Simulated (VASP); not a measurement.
A run of VASP 6.6.1:

Contents of INCAR:

```
PREC = Accurate ; ENCUT = 520
EDIFF = 1E-8 ; ISMEAR = -1
SIGMA = 0.05 ; LREAL = False
LASPH = True ; NELM = 100
ALGO = Normal ; ISIF = 2
LWAVE = False ; LCHARG = False
GGA = PS ; LEFG = True
NBANDS = 12
```

KPOINTS

```
regular mesh
0
Gamma
  15 15 15
```

The input POSCAR:

```
Ta
1.0
   -1.6512800000      1.6512800000      1.6843056000
    1.6512800000     -1.6512800000      1.6843056000
    1.6512800000      1.6512800000     -1.6843056000
Ta
1
Direct
    0.0000000000      0.0000000000      0.0000000000
```

Potentials or basis: VASP PAW PBE potentials, release 64 (Ta_pv).

The run is started by

```bash
$ cat potpaw_PBE.64/Ta_pv/POTCAR > POTCAR
$ mpirun -np 1 vasp_std > vasp.out
```

Hardware: 1 thread of Intel Xeon 8259CL, with other jobs on the host.

Question: How long does it take, and how much memory?

Answer: Run time: 2.1 min on 1 thread of Intel Xeon 8259CL, on a shared host, peak memory 0.19 GiB. Counts: scf iterations 13, k points 288.
